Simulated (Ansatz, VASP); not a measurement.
# One calculation of Cu, two programs

```
Cu
1.0
     0.00000    1.79650    1.79650
     1.79650    0.00000    1.79650
     1.79650    1.79650    0.00000
Cu
1
Direct
  0.00000 0.00000 0.00000
```

Alike in both runs: task single point; functional PBE; k mesh 26 × 26 × 26; occupations gaussian, width 0.1 eV; no spin polarisation.

```csv
,VASP,Ansatz
version,VASP 6.6.1,Ansatz 0.2.0
potentials or method,"VASP PAW PBE potentials, release 64 (Cu), cutoff 520 eV","scalar-relativistic, plane waves, PAW"
valence electrons in the cell,11,19
```

Ansatz gave:

```
gap on the k mesh at the Fermi level (eV) : none
pressure (GPa)                            : 4.6
```

Question: What did VASP give for the same quantities?

Answer: gap on the k mesh at the Fermi level (eV): none; pressure (GPa): 5.2.

A gap of «none» marks a metal or a gap that the smearing closes. VASP's potentials hold 11 valence electrons a cell and Ansatz's 19, so a difference there can come from the potentials and not from the codes.
